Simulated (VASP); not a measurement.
Here is a VASP 6.6.1 calculation.

INCAR

```
SYSTEM = Ta2NbO2
  PREC = Accurate
  ENCUT = 520
  EDIFF = 1E-6
  ISMEAR = 0
  SIGMA = 0.1
  LREAL = .FALSE.
  LASPH = .TRUE.
  NELM = 60
  ALGO = Normal
  ISIF = 2
  LWAVE = .FALSE.
  LCHARG = .FALSE.
  GGA = PE
  NBANDS = 32
```

Contents of KPOINTS:

```
regular mesh
0
G
  8 8 10
  0 0 0
```

File POSCAR:

```
Ta2NbO2
1.0
    5.1747929146      0.0000000000      0.0000000000
    0.0000000000      5.1747929146      0.0000000000
    0.0000000000      0.0000000000      3.9075669175
Ta Nb O
2 1 2
Direct
    0.0000000000      0.5000000000      0.0000000000
    0.5000000000      0.0000000000      0.0000000000
    0.5000000000      0.5000000000      0.0000000000
    0.0000000000      0.5000000000      0.5000000000
    0.5000000000      0.0000000000      0.5000000000
```

Potentials or basis: VASP PAW PBE potentials, release 64 (Ta_pv, Nb_sv, O).

Command:

```console
$ cat potpaw_PBE.64/Ta_pv/POTCAR potpaw_PBE.64/Nb_sv/POTCAR potpaw_PBE.64/O/POTCAR > POTCAR
$ mpirun -np 1 vasp_std > vasp.out
```

Problem. What does it give for the pressure?

Solution. 0.3 GPa.

Problem. Predict the band gap on the k mesh.

Solution. Zero (an odd number of electrons rules out a gap without spin polarisation).

Stress tensor (GPa, compression positive):
```
0.02 0.00 0.00
0.00 0.02 0.00
0.00 0.00 0.71
```

Caveat: spin-orbit coupling is left out, which moves the levels of the heavy elements; an odd number of electrons without spin polarisation forces a metal; a magnetic or distorted state may lie lower.
